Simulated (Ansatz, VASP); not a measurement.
This is a calculation of YbB2 for Ansatz 0.2.0.

Contents of input.yaml:

```yaml
crystal:
  lattice:
    - [3.2503, 0.0, 0.0]
    - [-1.62515, 2.8148423699, 0.0]
    - [0.0, 0.0, 3.7315]
  atoms:
    - { symbol: Yb, position: [0.0, 0.0, 0.0] }
    - { symbol: B, position: [0.6666666667, 0.3333333333, 0.5] }
    - { symbol: B, position: [0.3333333333, 0.6666666667, 0.5] }
hamiltonian:
  xc: pbe
  pseudopotentials: { kind: paw }
magnetization:
  spin_polarized: true
  initial_magnetization: 0.0
  spin_locking: { lock_magnetization: hard }
kpoints:
  mp_grid: { grid: [8, 8, 6] }
scf:
  occupations: { method: fermi_dirac, width: 0.05 }
  lower_state_search: "off"
output:
  forces: true
  stress: true
  eigenvalues: true
```

Potentials or basis: Ansatz PAW.

Command:

```console
$ ansatz run input.yaml --threads 2 --pin off --max-ram 5632MiB --backend cpu --events-out ev --progress --plain --runs-dir out
```

Q: Translate it to VASP 6.6.1. Potentials there: VASP PAW PBE potentials, release 64 (Yb, B).

A: As run (the cutoff follows the program's own potentials):

The input INCAR:

```
SYSTEM = YbB2
PREC = Accurate
ENCUT = 520
EDIFF = 1E-6
ISMEAR = -1
SIGMA = 0.05
LREAL = .FALSE.
LASPH = .TRUE.
NELM = 150
ALGO = Normal
ISIF = 2
LWAVE = .FALSE.
LCHARG = .TRUE.
ISPIN = 2
MAGMOM = 0 0 0
LORBIT = 11
NUPDOWN = 0.0
LMAXMIX = 6
GGA = PE
LELF = .TRUE.
LVHAR = .TRUE.
NBANDS = 26
```

KPOINTS

```
regular mesh
0
G
  8 8 6
  0 0 0
```

POSCAR

```
YbB2
1.0
    3.2503000000      0.0000000000      0.0000000000
   -1.6251500000      2.8148423699      0.0000000000
    0.0000000000      0.0000000000      3.7315000000
Yb B
1 2
Direct
    0.0000000000      0.0000000000      0.0000000000
    0.6666666667      0.3333333333      0.5000000000
    0.3333333333      0.6666666667      0.5000000000
```

Potentials or basis: VASP PAW PBE potentials, release 64 (Yb, B).

The run is started by

```console
$ cat potpaw_PBE.64/Yb/POTCAR potpaw_PBE.64/B/POTCAR > POTCAR
$ mpirun -np 1 vasp_std > vasp.out
```

Both were run:

|  | VASP | Ansatz | Ansatz less VASP |
| --- | --- | --- | --- |
| pressure (GPa) | 2.9 | 2.3 | -0.66 |
| traceless stress, the component that is largest in VASP (GPa) | 5.65 | 5.53 | -0.121 |

The functional is the same, so the differences come from potentials, cutoffs and numerics.

Spin-orbit coupling is off throughout.
